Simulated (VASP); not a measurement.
# Pb (Fmmm) in VASP: single point with PBEsol

Aim: the single point of Pb with PBEsol.

Program: VASP 6.6.1. These are calculated values, not measurements. Logs are shortened: lines on timing, memory, paths and dates and some standing lists are left out, and cuts for length are marked.

## (1) The cell of the first run

Symmetry: Fmmm, No. 69, orthorhombic system. The conventional cell has a = 5.872 Å, b = 6.448 Å, c = 11.255 Å, α = 90.00°, β = 90.00°, γ = 90.00°. Pb (site symmetry m2m) has 8 Pb at 2.93 to 3.52 Å within 3.9 Å. Within 4.0 Å of Pb (site symmetry mm2) lie 8 Pb at 3.01 to 3.47 Å.

## (2) Single point, PBEsol (Si replaced by Pb, lengths x 1.189, strained)

File INCAR:

```
SYSTEM = Pb
  PREC = Accurate
  ENCUT = 520
  EDIFF = 1E-6
  ISMEAR = 0
  SIGMA = 0.1
  LREAL = .FALSE.
  LASPH = .TRUE.
  NELM = 60
  ALGO = Fast
  ISIF = 2
  LWAVE = .FALSE.
  LCHARG = .FALSE.
  GGA = PS
  NBANDS = 36
```

File KPOINTS:

```
Automatic mesh
0
G
  4 4 4
  0 0 0
```

File POSCAR:

```
Pb
1.0
    0.0000000000      3.2237595754      5.6275459166
    2.9357544973      0.0000000000      5.6275459166
    2.9357544973      3.2237595754      0.0000000000
Pb
4
Direct
    0.7273942800      0.2726057200      0.7273942800
    0.2726057200      0.7273942800      0.2726057200
    0.7797693000      0.7797693000      0.2202307000
    0.2202307000      0.2202307000      0.7797693000
```

Potentials or basis: VASP PAW PBE potentials, release 64 (Pb_d).

Launch:

```console
$ cat potpaw_PBE.64/Pb_d/POTCAR > POTCAR
$ mpirun -np 1 vasp_std > vasp.out
```

OUTCAR:

```text
SYSTEM = Pb
   PREC = Accurate
   ENCUT = 520
   EDIFF = 1E-6
   ISMEAR = 0
   LREAL = .FALSE.
   LASPH = .TRUE.
   NELM = 60
   ISIF = 2
   GGA = PS

 ion  position               nearest neighbor table
   1  0.727  0.273  0.727-   2 2.93   2 2.95   2 2.95   3 3.04   4 3.04   3 3.47   4 3.47   2 3.52
                             4 4.11   3 4.11   4 4.11   3 4.11
   2  0.273  0.727  0.273-   1 2.93   1 2.95   1 2.95   3 3.04   4 3.04   4 3.47   3 3.47   1 3.52
                             4 4.11   3 4.11   4 4.11   3 4.11
   3  0.780  0.780  0.220-   4 3.01   4 3.01   1 3.04   2 3.04   4 3.29   4 3.29   2 3.47   1 3.47
                             2 4.11   1 4.11   1 4.11   2 4.11
   4  0.220  0.220  0.780-   3 3.01   3 3.01   1 3.04   2 3.04   3 3.29   3 3.29   2 3.47   1 3.47
                             1 4.11   1 4.11   2 4.11   2 4.11

  LATTYP: Found a face centered orthorhombic cell.
 ALAT       =     5.8715089946
 B/A-ratio  =     1.0981025758
 C/A-ratio  =     1.9168993599

  Lattice vectors:

 A1 = (   0.0000000000,   3.2237595754,   5.6275459166)
 A2 = (   2.9357544973,   0.0000000000,   5.6275459166)
 A3 = (   2.9357544973,   3.2237595754,   0.0000000000)

Analysis of symmetry for initial positions (statically):
=====================================================================
 Subroutine PRICEL returns:
 Original cell was already a primitive cell.

 Routine SETGRP: Setting up the symmetry group for a
 face centered orthorhombic supercell.

 Subroutine GETGRP returns: Found  8 space group operations
 (whereof  8 operations were pure point group operations)
 out of a pool of  8 trial point group operations.

The static configuration has the point symmetry D_2h.

Analysis of symmetry for dynamics (positions and initial velocities):
=====================================================================
 Subroutine PRICEL returns:
 Original cell was already a primitive cell.

 Routine SETGRP: Setting up the symmetry group for a
 face centered orthorhombic supercell.

 Subroutine GETGRP returns: Found  8 space group operations
 (whereof  8 operations were pure point group operations)
 out of a pool of  8 trial point group operations.

The dynamic configuration has the point symmetry D_2h.

 Subroutine INISYM returns: Found  8 space group operations
 (whereof  8 operations are pure point group operations),
 and found     1 'primitive' translations

----------------------------------------------------------------------------------------

                                     Primitive cell

  volume of cell :     106.5201

  direct lattice vectors                    reciprocal lattice vectors
     0.000000000  3.223759575  5.627545917    -0.170313969  0.155098415  0.088848675
     2.935754497  0.000000000  5.627545917     0.170313969 -0.155098415  0.088848675
     2.935754497  3.223759575  0.000000000     0.170313969  0.155098415 -0.088848675

  length of vectors
     6.485514540  6.347277173  4.360192687     0.246893607  0.246893607  0.246893607

  position of ions in fractional coordinates (direct lattice)
     0.727394280  0.272605720  0.727394280
     0.272605720  0.727394280  0.272605720
     0.779769300  0.779769300  0.220230700
     0.220230700  0.220230700  0.779769300

  ion indices of the primitive-cell ions
   primitive index   ion index
                 1           1
                 2           2
                 3           3
                 4           4

----------------------------------------------------------------------------------------

 KPOINTS: Automatic mesh

Automatic generation of k-mesh.
 Grid dimensions read from file:
 generate k-points for:    4    4    4

 Generating k-lattice:

  Cartesian coordinates                     Fractional coordinates (reciprocal lattice)
    -0.042578492  0.038774604  0.022212169     0.250000000  0.000000000 -0.000000000
     0.042578492 -0.038774604  0.022212169     0.000000000  0.250000000  0.000000000
     0.042578492  0.038774604 -0.022212169    -0.000000000  0.000000000  0.250000000

  Length of vectors
     0.061723402  0.061723402  0.061723402

  Shift w.r.t. Gamma in fractional coordinates (k-lattice)
     0.000000000  0.000000000  0.000000000

 Subroutine IBZKPT returns following result:
 ===========================================

 Found     18 irreducible k-points:

 Following reciprocal coordinates:
            Coordinates               Weight
  0.000000  0.000000  0.000000      1.000000
  0.250000  0.000000  0.000000      8.000000
  0.500000  0.000000  0.000000      4.000000
  0.250000  0.250000  0.000000      2.000000
  0.500000  0.250000 -0.000000      8.000000
 -0.250000  0.250000  0.000000      4.000000
[... 10 lines left out ...]
 -0.250000  0.250000  0.500000      2.000000
  0.000000  0.500000  0.500000      1.000000
   k-points           NKPTS =     18   k-points in BZ     NKDIM =     18   number of bands    NBANDS=     36
   number of dos      NEDOS =    301   number of ions     NIONS =      4
   total plane-waves  NPLWV =  73728
   dimension x,y,z NGX =    48 NGY =   48 NGZ =   32
   dimension x,y,z NGXF=    96 NGYF=   96 NGZF=   64
   ions per type =               4
   NGX,Y,Z   is equivalent  to a cutoff of  12.30, 12.57, 12.20 a.u.
   NGXF,Y,Z  is equivalent  to a cutoff of  24.61, 25.14, 24.40 a.u.
 SYSTEM =  Pb
   PREC   = accura    normal or accurate (medium, high low for compatibility)
   ISTART =      0    job   : 0-new  1-cont  2-samecut
   ICHARG =      2    charge: 1-file 2-atom 10-const
   ISPIN  =      1    spin polarized calculation?
   LNONCOLLINEAR =      F non collinear calculations
   LSORBIT =      F    spin-orbit coupling
   LASPH  =      T    aspherical Exc in radial PAW
   ENCUT  =  520.0 eV  38.22 Ry    6.18 a.u.  12.06 11.80  8.11*2*pi/ulx,y,z
   NELM   =     60;   NELMIN=  2; NELMDL= -5     # of ELM steps
   EDIFF  = 0.1E-05   stopping-criterion for ELM
   LREAL  =      F    real-space projection
   EDIFFG = 0.1E-04   stopping-criterion for IOM
   NSW    =      0    number of steps for IOM
   IBRION =     -1    ionic relax: 0-MD 1-quasi-New 2-CG
   NFREE  =      0    steps in history (QN), initial steepest desc. (CG)
   ISIF   =      2    stress and relaxation
   ISYM   =      2    0-nonsym 1-usesym 2-fastsym
   POTIM  = 0.5000    time-step for ionic-motion
   TEBEG  =    0.0;   TEEND  =   0.0 temperature during run
   PSTRESS=    0.0 pullay stress
   NELECT =      56.0000    total number of electrons
   NUPDOWN=      -1.0000    fix difference up-down
   EMIN   =  10.00;   EMAX   =-10.00  energy-range for DOS
   EFERMI =   0.00;   METHOD = LEGACY
   ISMEAR =     0;   SIGMA  =   0.10  broadening in eV -4-tet -1-fermi 0-gaus
   EFERMI_NEDOS =   21; number of points for ismear=-14 and -15
   IALGO  =     68    algorithm
   IMIX   =      4    mixing-type and parameters
     AMIX     =   0.40;   BMIX     =  1.00
     AMIX_MAG =   1.60;   BMIX_MAG =  1.00
  volume/ion in A,a.u.               =      26.63       179.71
  Fermi-wavevector in a.u.,A,eV,Ry     =   1.321276  2.496850 23.752663  1.745771
  Thomas-Fermi vector in A             =   2.451042
   LORBIT       =      0    0 simple, 1 ext, 2 COOP (PROOUT), +10 PAW based schemes
   GGA     = PS    functional components
   LHFCALC =     F    Hartree Fock is set to
   AEXX    =    0.0000 exact exchange contribution
   IVDW    =     0    specifies the selected vdW correction
   LEPSILON=     F    determine dielectric tensor
   LRPA    =     F    only Hartree local field effects (RPA)
 non-spin polarized calculation
 RMM-DIIS sequential band-by-band and
 Gauss-broadening in eV      SIGMA  =   0.10
  energy-cutoff  :      520.00
  volume of cell :      106.52
 maximum number of plane-waves:      2886
   NGX = 25   NGY = 23   NGZ = 17

 number of electron      55.9999998 magnetization

 Free energy of the ion-electron system (eV)
  ---------------------------------------------------
  ext. energy  EPLUGINS =         0.00000000
  ---------------------------------------------------
  free energy    TOTEN  =       -14.89384535 eV

  energy without entropy =      -14.88423111  energy(sigma->0) =      -14.88903823

 E-fermi :   8.5888     XC(G=0): -10.9276

 val. band max:        8.5531198637   @ k =  -0.2500   0.0000   0.2500
 cond. band min:       8.6039168148   @ k =   0.5000   0.5000   0.0000
 fundamental gap:      0.0507969511
 Fermi energy:         8.5888118847

 k-point     1 :       0.0000    0.0000    0.0000
  band No.  band energies     occupation
      1      -9.1778      2.00000
      2      -8.9622      2.00000
      3      -8.8420      2.00000
      4      -8.8037      2.00000
      5      -8.7927      2.00000
      6      -8.7172      2.00000
[... 28 lines left out ...]
     35      15.2886      0.00000
     36      15.8297      0.00000

 k-point     2 :       0.2500    0.0000    0.0000
  band No.  band energies     occupation
      1      -9.0428      2.00000
      2      -8.8997      2.00000
      3      -8.7976      2.00000
      4      -8.7465      2.00000
      5      -8.7195      2.00000
      6      -8.6961      2.00000
[... 28 lines left out ...]
     35      14.6081      0.00000
     36      14.8540      0.00000

 k-point     3 :       0.5000    0.0000    0.0000
  band No.  band energies     occupation
      1      -8.8164      2.00000
      2      -8.7849      2.00000
      3      -8.7480      2.00000
      4      -8.7086      2.00000
      5      -8.7017      2.00000
      6      -8.6403      2.00000
[... 28 lines left out ...]
     35      14.5241      0.00000
     36      14.5260      0.00000

 k-point     4 :       0.2500    0.2500    0.0000
  band No.  band energies     occupation
      1      -9.1605      2.00000
      2      -8.9609      2.00000
      3      -8.8234      2.00000
      4      -8.7577      2.00000
      5      -8.7443      2.00000
      6      -8.7190      2.00000
[... 28 lines left out ...]
     35      13.4429      0.00000
     36      14.9243      0.00000

 k-point     5 :       0.5000    0.2500   -0.0000
  band No.  band energies     occupation
      1      -9.0199      2.00000
      2      -8.8869      2.00000
      3      -8.7496      2.00000
      4      -8.7441      2.00000
      5      -8.6984      2.00000
      6      -8.6465      2.00000
[... 421 lines left out ...]
 k-point    16 :       0.5000    0.0000    0.5000
  band No.  band energies     occupation
      1      -9.0021      2.00000
      2      -8.8396      2.00000
      3      -8.7809      2.00000
      4      -8.7007      2.00000
      5      -8.6896      2.00000
      6      -8.6664      2.00000
[... 28 lines left out ...]
     35      16.9465      0.00000
     36      16.9821      0.00000

 k-point    17 :      -0.2500    0.2500    0.5000
  band No.  band energies     occupation
      1      -9.0260      2.00000
      2      -8.8992      2.00000
      3      -8.8010      2.00000
      4      -8.7513      2.00000
      5      -8.6908      2.00000
      6      -8.6732      2.00000
[... 28 lines left out ...]
     35      17.7157      0.00000
     36      18.6417      0.00000

 k-point    18 :       0.0000    0.5000    0.5000
  band No.  band energies     occupation
      1      -9.0497      2.00000
      2      -8.9475      2.00000
      3      -8.8202      2.00000
      4      -8.7913      2.00000
      5      -8.6708      2.00000
      6      -8.6501      2.00000
[... 28 lines left out ...]
     35      16.0417      0.00000
     36      18.1530      0.00000

------------------------ aborting loop because EDIFF is reached ----------------------------------------

  FORCE on cell =-STRESS in cart. coord.  units (eV):
  Direction    XX          YY          ZZ          XY          YZ          ZX
  --------------------------------------------------------------------------------------
  -------------------------------------------------------------------------------------
  Total        7.5574160      8.0566626      5.1721129      0.0000000      0.0000000      0.0000000
  in kB      113.6717356    121.1809458     77.7941890      0.0000000      0.0000000      0.0000000
  external PRESSURE =     104.2156235 kB  Pullay stress =       0.0000000 kB

 VOLUME and BASIS-vectors are now :
 -----------------------------------------------------------------------------
  energy-cutoff  :      520.00
  volume of cell :      106.52
      direct lattice vectors                 reciprocal lattice vectors
     0.000000000  3.223759575  5.627545917    -0.170313969  0.155098415  0.088848675
     2.935754497  0.000000000  5.627545917     0.170313969 -0.155098415  0.088848675
     2.935754497  3.223759575  0.000000000     0.170313969  0.155098415 -0.088848675

 POSITION                                       TOTAL-FORCE (eV/Angst)
 -----------------------------------------------------------------------------------
      2.93575      4.68989      5.62755         0.000000      0.014098     -0.000000
      2.93575      1.75763      5.62755         0.000000     -0.014098     -0.000000
      2.93575      3.22376      8.77638         0.000000      0.000000     -0.383793
      2.93575      3.22376      2.47872         0.000000      0.000000      0.383793
 -----------------------------------------------------------------------------------
    total drift:                               -0.000000     -0.000000     -0.000000

  FREE ENERGIE OF THE ION-ELECTRON SYSTEM (eV)
  ---------------------------------------------------
  free  energy   TOTEN  =       -14.8938453491 eV

  energy  without entropy=      -14.8842311148  energy(sigma->0) =      -14.88903823
```

It took 65 s on 1 thread of Intel Xeon Platinum 8375C at 2.90GHz (Ice Lake), shared host; peak memory 0.27 GiB.

Results:

```yaml
Free_energy: -14.8938 eV
Pressure: 10.4 GPa
Largest_force: 0.384 eV/Å
Band_gap_on_the_k_mesh: zero (band 28 reaches 9.51 eV, above the bottom of band 29 at 6.89 eV)
```

Forces in eV/Å, atoms in the order of the input:
```
Pb   0.000  0.014  0.000
Pb   0.000 -0.014  0.000
Pb   0.000  0.000 -0.384
Pb   0.000  0.000  0.384
```

Caveat: the k points lie up to 0.39 Å⁻¹ apart; the cell differs from its parent crystal (Si replaced by Pb, lengths x 1.189, strained); the PAW data sets were made with another functional, which shifts forces and pressure a little; spin-orbit coupling is left out, which moves the levels of the heavy elements.
